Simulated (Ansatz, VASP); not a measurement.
# CaZn: VASP beside Ansatz

```
CELL_PARAMETERS angstrom
0.00000 2.96937 2.96937
2.96937 0.00000 2.96937
2.96937 2.96937 0.00000
ATOMIC_POSITIONS crystal
Ca 0.00000 0.00000 0.00000
Zn 0.50000 0.50000 0.50000
```

Alike in both runs: task single point; functional LDA; k mesh 20 × 20 × 20; occupations gaussian, width 0.15 eV; no spin polarisation.

|  | VASP | Ansatz |
| --- | --- | --- |
| version | VASP 6.6.1 | Ansatz 0.2.0 |
| potentials or method | VASP PAW LDA potentials, release 64 (Ca_sv, Zn), cutoff 520 eV | scalar-relativistic, plane waves, PAW |
| valence electrons in the cell | 22 | 22 |

|  | VASP | Ansatz | Ansatz less VASP |
| --- | --- | --- | --- |
| gap on the k mesh at the Fermi level (eV) | none | none | - |
| pressure (GPa) | 0.1 | 0.0 | -0.14 |

LDA's correlation is that of Perdew and Zunger in VASP and of Perdew and Wang (1992) in Ansatz. A gap of «none» marks a metal or a gap that the smearing closes.
